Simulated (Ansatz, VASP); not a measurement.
Mg in VASP and in Ansatz

```
Mg
1.0
    -2.17925    1.79506    1.79506
     1.79506   -2.17925    1.79506
     1.79506    1.79506   -2.17925
Mg
1
Direct
  0.00000 0.00000 0.00000
```

Alike in both runs: task single point; functional LDA; k mesh 20 × 20 × 20; occupations gaussian, width 0.15 eV; no spin polarisation.

|  | VASP | Ansatz |
| --- | --- | --- |
| version | VASP 6.6.1 | Ansatz 0.2.0 |
| potentials or method | VASP PAW LDA potentials, release 64 (Mg), cutoff 520 eV | scalar-relativistic, plane waves, PAW |
| valence electrons in the cell | 2 | 10 |

Ansatz gave:

| Property | Result |
| --- | --- |
| gap on the k mesh at the Fermi level (eV) | none |
| pressure (GPa) | 6.3 |
| traceless stress, the component that is largest in VASP (GPa) | 13.30 |

What did VASP give for the same quantities?

gap on the k mesh at the Fermi level (eV): none; pressure (GPa): 6.1; traceless stress, the component that is largest in VASP (GPa): 13.44.

LDA's correlation is that of Perdew and Zunger in VASP and of Perdew and Wang (1992) in Ansatz. A gap of «none» marks a metal or a gap that the smearing closes. VASP's potentials hold 2 valence electrons a cell and Ansatz's 10, so a difference there can come from the potentials and not from the codes.
